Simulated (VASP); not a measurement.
Runs of VASP 6.6.1 on MgPb2N2. The structure is that of space group P-3m1 (No. 164), or close to it. The cells are those of the table. 

```tsv
cell	gap on the mesh (eV)	pressure (GPa)	largest force (eV/Å)
a = 3.392, b = 3.392, c = 9.235 Å, angles 90.0, 90.0, 120.0°, 5 atoms	0.61	-2.9	0.08
a = 3.346, b = 3.346, c = 9.110 Å, angles 90.0, 90.0, 120.0°, 5 atoms	0.73	0.5	0.35
a = 3.458, b = 3.458, c = 9.416 Å, angles 90.0, 90.0, 120.0°, 5 atoms	0.42	(b)	0.60
a = 3.323, b = 3.323, c = 9.046 Å, angles 90.0, 90.0, 120.0°, 5 atoms	(a)	2.5	0.59
a = 3.369, b = 3.369, c = 9.173 Å, angles 90.0, 90.0, 120.0°, 5 atoms	0.69	-1.3	0.13
```

Alike in all rows: task single point; level PBE+D3(BJ); potentials or basis VASP PAW PBE potentials, release 64 (Mg, Pb_d, N); no spin polarisation; k mesh 6 × 6 × 2; cutoff (eV) 520; smearing gaussian 0.01 eV.

Task: Estimate the missing entries.

Result: (a) 0.76; (b) -6.8.

Caveats: spin-orbit coupling is left out, which moves the levels of the heavy elements; the cell stands under tension (at least some runs).

A k mesh can miss the band edges, and the runs leave out spin-orbit coupling on Pb.
